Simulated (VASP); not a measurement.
# BaSr (Cmmm) in VASP: notebook

BaSr is run at these levels: LDA; tasks: single point.

Everything below comes from runs of VASP 6.6.1. Logs are shortened: lines on timing, memory, paths and dates and some standing lists are left out, and cuts for length are marked.

## 1. The cell of the first run

The structure is orthorhombic, space group Cmmm (No. 65). The conventional cell has a = 5.143 Å, b = 7.105 Å, c = 6.921 Å, α = 90.00°, β = 90.00°, γ = 90.00°. Ba (site symmetry mmm) has 8 Sr at 4.31 to 4.96 Å and 6 Ba at 4.39 to 5.14 Å within 5.7 Å. Sr (site symmetry mmm) has 8 Ba at 4.31 to 4.96 Å and 6 Sr at 4.39 to 5.14 Å within 5.7 Å.

## 2. Single point, LDA (strain +0.0250 x Voigt [1, 1, 0, 0, 0, 0])

INCAR reads:

```
SYSTEM = BaSr
PREC = Accurate ; ENCUT = 520
EDIFF = 1E-6 ; ISMEAR = 0
SIGMA = 0.15 ; LREAL = .False.
LASPH = .True. ; NELM = 100
ALGO = Normal ; ISIF = 2
LWAVE = .False. ; LCHARG = .True.
GGA = CA ; LELF = .True.
LVHAR = .True. ; NBANDS = 17
```

KPOINTS reads:

```
regular mesh
0
Gamma
  12 12 8
  0 0 0
```

POSCAR reads:

```
BaSr
1.0
    2.5713174292     -3.5523644965      0.0000000000
    2.5713174292      3.5523644965      0.0000000000
    0.0000000000      0.0000000000      6.9208264000
Ba Sr
1 1
Direct
    0.0000000000      0.0000000000      0.0000000000
    0.5000000000      0.5000000000      0.5000000000
```

Potentials or basis: VASP PAW LDA potentials, release 64 (Ba_sv, Sr_sv).

Launch:

```
$ cat potpaw_LDA.64/Ba_sv/POTCAR potpaw_LDA.64/Sr_sv/POTCAR > POTCAR
$ mpirun -np 1 vasp_std > vasp.out
```

OUTCAR:

```text
SYSTEM = BaSr
   PREC = Accurate
   ENCUT = 520
   EDIFF = 1E-6
   ISMEAR = 0
   LREAL = .False.
   LASPH = .True.
   NELM = 100
   ISIF = 2
   GGA = CA

 ion  position               nearest neighbor table
   1  0.000  0.000  0.000-   2 4.31   2 4.31   2 4.31   2 4.31
   2  0.500  0.500  0.500-   1 4.31   1 4.31   1 4.31   1 4.31

  LATTYP: Found a base centered orthorhombic cell.
 ALAT       =     5.1426348584
 B/A-ratio  =     1.3815347946
 C/A-ratio  =     1.3457744115

  Lattice vectors:

 A1 = (   2.5713174292,  -3.5523644965,   0.0000000000)
 A2 = (   2.5713174292,   3.5523644965,   0.0000000000)
 A3 = (   0.0000000000,   0.0000000000,   6.9208264000)

Analysis of symmetry for initial positions (statically):
=====================================================================
 Subroutine PRICEL returns:
 Original cell was already a primitive cell.

 Routine SETGRP: Setting up the symmetry group for a
 base centered orthorhombic supercell.

 Subroutine GETGRP returns: Found  8 space group operations
 (whereof  8 operations were pure point group operations)
 out of a pool of  8 trial point group operations.

The static configuration has the point symmetry D_2h.

Analysis of symmetry for dynamics (positions and initial velocities):
=====================================================================
 Subroutine PRICEL returns:
 Original cell was already a primitive cell.

 Routine SETGRP: Setting up the symmetry group for a
 base centered orthorhombic supercell.

 Subroutine GETGRP returns: Found  8 space group operations
 (whereof  8 operations were pure point group operations)
 out of a pool of  8 trial point group operations.

The dynamic configuration has the point symmetry D_2h.

 Subroutine INISYM returns: Found  8 space group operations
 (whereof  8 operations are pure point group operations),
 and found     1 'primitive' translations

----------------------------------------------------------------------------------------

                                     Primitive cell

  volume of cell :     126.4332

  direct lattice vectors                    reciprocal lattice vectors
     2.571317429 -3.552364497  0.000000000     0.194452849 -0.140751322  0.000000000
     2.571317429  3.552364497  0.000000000     0.194452849  0.140751322  0.000000000
     0.000000000  0.000000000  6.920826400     0.000000000  0.000000000  0.144491415

  length of vectors
     4.385312627  4.385312627  6.920826400     0.240047590  0.240047590  0.144491415

  position of ions in fractional coordinates (direct lattice)
     0.000000000  0.000000000  0.000000000
     0.500000000  0.500000000  0.500000000

  ion indices of the primitive-cell ions
   primitive index   ion index
                 1           1
                 2           2

----------------------------------------------------------------------------------------

 KPOINTS: regular mesh

Automatic generation of k-mesh.
 Grid dimensions read from file:
 generate k-points for:   12   12    8

 Generating k-lattice:

  Cartesian coordinates                     Fractional coordinates (reciprocal lattice)
     0.016204404 -0.011729277  0.000000000     0.083333333 -0.000000000  0.000000000
     0.016204404  0.011729277  0.000000000    -0.000000000  0.083333333  0.000000000
     0.000000000  0.000000000  0.018061427     0.000000000  0.000000000  0.125000000

  Length of vectors
     0.020003966  0.020003966  0.018061427

  Shift w.r.t. Gamma in fractional coordinates (k-lattice)
     0.000000000  0.000000000  0.000000000

 Subroutine IBZKPT returns following result:
 ===========================================

 Found    215 irreducible k-points:

 Following reciprocal coordinates:
            Coordinates               Weight
  0.000000  0.000000  0.000000      1.000000
  0.083333  0.000000  0.000000      4.000000
  0.166667  0.000000  0.000000      4.000000
  0.250000 -0.000000  0.000000      4.000000
  0.333333 -0.000000  0.000000      4.000000
  0.416667  0.000000  0.000000      4.000000
[... 16 lines left out ...]
  0.500000  0.166667  0.000000      4.000000
 -0.416667  0.166667  0.000000      4.000000
 [... further k-points ...]
   k-points           NKPTS =    215   k-points in BZ     NKDIM =    215   number of bands    NBANDS=     17
   number of dos      NEDOS =    301   number of ions     NIONS =      2
   total plane-waves  NPLWV =  69984
   dimension x,y,z NGX =    36 NGY =   36 NGZ =   54
   dimension x,y,z NGXF=    72 NGYF=   72 NGZF=  108
   ions per type =               1   1
   NGX,Y,Z   is equivalent  to a cutoff of  13.65, 13.65, 12.97 a.u.
   NGXF,Y,Z  is equivalent  to a cutoff of  27.29, 27.29, 25.94 a.u.
 SYSTEM =  BaSr
   PREC   = accura    normal or accurate (medium, high low for compatibility)
   ISTART =      0    job   : 0-new  1-cont  2-samecut
   ICHARG =      2    charge: 1-file 2-atom 10-const
   ISPIN  =      1    spin polarized calculation?
   LNONCOLLINEAR =      F non collinear calculations
   LSORBIT =      F    spin-orbit coupling
   LASPH  =      T    aspherical Exc in radial PAW
   ENCUT  =  520.0 eV  38.22 Ry    6.18 a.u.   8.15  8.15 12.87*2*pi/ulx,y,z
   NELM   =    100;   NELMIN=  2; NELMDL= -5     # of ELM steps
   EDIFF  = 0.1E-05   stopping-criterion for ELM
   LREAL  =      F    real-space projection
   EDIFFG = 0.1E-04   stopping-criterion for IOM
   NSW    =      0    number of steps for IOM
   IBRION =     -1    ionic relax: 0-MD 1-quasi-New 2-CG
   NFREE  =      0    steps in history (QN), initial steepest desc. (CG)
   ISIF   =      2    stress and relaxation
   ISYM   =      2    0-nonsym 1-usesym 2-fastsym
   POTIM  = 0.5000    time-step for ionic-motion
   TEBEG  =    0.0;   TEEND  =   0.0 temperature during run
   PSTRESS=    0.0 pullay stress
   NELECT =      20.0000    total number of electrons
   NUPDOWN=      -1.0000    fix difference up-down
   EMIN   =  10.00;   EMAX   =-10.00  energy-range for DOS
   EFERMI =   0.00;   METHOD = LEGACY
   ISMEAR =     0;   SIGMA  =   0.15  broadening in eV -4-tet -1-fermi 0-gaus
   EFERMI_NEDOS =   21; number of points for ismear=-14 and -15
   IALGO  =     38    algorithm
   IMIX   =      4    mixing-type and parameters
     AMIX     =   0.40;   BMIX     =  1.00
     AMIX_MAG =   1.60;   BMIX_MAG =  1.00
  volume/ion in A,a.u.               =      63.22       426.61
  Fermi-wavevector in a.u.,A,eV,Ry     =   0.885383  1.673131 10.665645  0.783903
  Thomas-Fermi vector in A             =   2.006409
   LORBIT       =      0    0 simple, 1 ext, 2 COOP (PROOUT), +10 PAW based schemes
   GGA     = CA    functional components
   LHFCALC =     F    Hartree Fock is set to
   AEXX    =    0.0000 exact exchange contribution
   IVDW    =     0    specifies the selected vdW correction
   LEPSILON=     F    determine dielectric tensor
   LRPA    =     F    only Hartree local field effects (RPA)
 non-spin polarized calculation
 Gauss-broadening in eV      SIGMA  =   0.15
  energy-cutoff  :      520.00
  volume of cell :      126.43
 maximum number of plane-waves:      3440
 NGX is ok and might be reduce to    36
   NGX = 17   NGY = 17   NGZ = 25

 number of electron      19.9999999 magnetization

 Free energy of the ion-electron system (eV)
  ---------------------------------------------------
  ext. energy  EPLUGINS =         0.00000000
  ---------------------------------------------------
  free energy    TOTEN  =        -3.99874908 eV

  energy without entropy =       -3.97317355  energy(sigma->0) =       -3.98596131

 E-fermi :   1.2079     XC(G=0):  -7.3703

 val. band max:        1.2041893125   @ k =  -0.4167   0.2500   0.1250
 cond. band min:       1.2119668050   @ k =   0.4167   0.3333   0.2500
 fundamental gap:      0.0077774926
 Fermi energy:         1.2078926323

 k-point     1 :       0.0000    0.0000    0.0000
  band No.  band energies     occupation
      1     -35.4280      2.00000
      2     -27.7005      2.00000
      3     -17.5043      2.00000
      4     -17.4700      2.00000
      5     -17.4292      2.00000
      6     -12.9094      2.00000
[... 9 lines left out ...]
     16       4.2940      0.00000
     17       4.3667      0.00000

 k-point     2 :       0.0833    0.0000    0.0000
  band No.  band energies     occupation
      1     -35.4278      2.00000
      2     -27.6992      2.00000
      3     -17.5036      2.00000
      4     -17.4725      2.00000
      5     -17.4322      2.00000
      6     -12.9072      2.00000
[... 9 lines left out ...]
     16       4.1851      0.00000
     17       4.2885      0.00000

 k-point     3 :       0.1667    0.0000    0.0000
  band No.  band energies     occupation
      1     -35.4271      2.00000
      2     -27.6958      2.00000
      3     -17.5017      2.00000
      4     -17.4813      2.00000
      5     -17.4385      2.00000
      6     -12.9013      2.00000
[... 9 lines left out ...]
     16       3.9867      0.00000
     17       4.2087      0.00000

 k-point     4 :       0.2500   -0.0000    0.0000
  band No.  band energies     occupation
      1     -35.4263      2.00000
      2     -27.6911      2.00000
      3     -17.4990      2.00000
      4     -17.4968      2.00000
      5     -17.4435      2.00000
      6     -12.8937      2.00000
[... 9 lines left out ...]
     16       3.9391      0.00000
     17       4.3234      0.00000
[... 343 lines left out ...]
      1     -35.4240      2.00000
      2     -27.6787      2.00000
      3     -17.5262      2.00000
      4     -17.4924      2.00000
      5     -17.4669      2.00000
      6     -13.0159      2.00000
[... 9 lines left out ...]
     16       4.1268      0.00000
     17       4.7360      0.00000

 k-point    23 :       0.5000    0.1667    0.0000
  band No.  band energies     occupation
      1     -35.4238      2.00000
      2     -27.6780      2.00000
      3     -17.5293      2.00000
      4     -17.4923      2.00000
      5     -17.4663      2.00000
      6     -13.0290      2.00000
[... 9 lines left out ...]
     16       4.2080      0.00000
     17       4.7418      0.00000

 k-point    24 :      -0.4167    0.1667    0.0000
  band No.  band energies     occupation
      1     -35.4241      2.00000
      2     -27.6796      2.00000
      3     -17.5227      2.00000
      4     -17.4934      2.00000
      5     -17.4653      2.00000
      6     -13.0046      2.00000
[... 9 lines left out ...]
     16       4.3205      0.00000
     17       4.6038      0.00000

 [... further k-points ...]
[... 5 lines left out ...]
  --------------------------------------------------------------------------------------
  -------------------------------------------------------------------------------------
  Total       -1.4655498     -1.6296464     -1.2803059      0.0000000      0.0000000      0.0000000
  in kB      -18.5716285    -20.6510818    -16.2241957      0.0000000      0.0000000      0.0000000
  external PRESSURE =     -18.4823020 kB  Pullay stress =       0.0000000 kB

 VOLUME and BASIS-vectors are now :
 -----------------------------------------------------------------------------
  energy-cutoff  :      520.00
  volume of cell :      126.43
      direct lattice vectors                 reciprocal lattice vectors
     2.571317429 -3.552364497  0.000000000     0.194452849 -0.140751322  0.000000000
     2.571317429  3.552364497  0.000000000     0.194452849  0.140751322  0.000000000
     0.000000000  0.000000000  6.920826400     0.000000000  0.000000000  0.144491415

 POSITION                                       TOTAL-FORCE (eV/Angst)
 -----------------------------------------------------------------------------------
      0.00000      0.00000      0.00000         0.000000     -0.000000      0.000000
      2.57132      0.00000      3.46041         0.000000      0.000000      0.000000
 -----------------------------------------------------------------------------------
    total drift:                                0.000000      0.000000      0.000000

  FREE ENERGIE OF THE ION-ELECTRON SYSTEM (eV)
  ---------------------------------------------------
  free  energy   TOTEN  =        -3.9987490783 eV

  energy  without entropy=       -3.9731735474  energy(sigma->0) =       -3.98596131
```

Run time: 2.9 min. Hardware: 1 thread of Intel Xeon 6975P-C (Granite Rapids), shared host; peak memory 0.6 GiB.

What came out:

```yaml
Free_energy: -3.9987 eV
Pressure: -1.8 GPa
Band_gap_on_the_k_mesh: zero (band 10 reaches 1.57 eV, above the bottom of band 11 at 0.96 eV)
```

Caveat: the cell differs from its parent crystal (strain +0.0250 x Voigt [1, 1, 0, 0, 0, 0]); spin-orbit coupling is left out, which moves the levels of the heavy elements.

(Continued in part 2 of 2.)
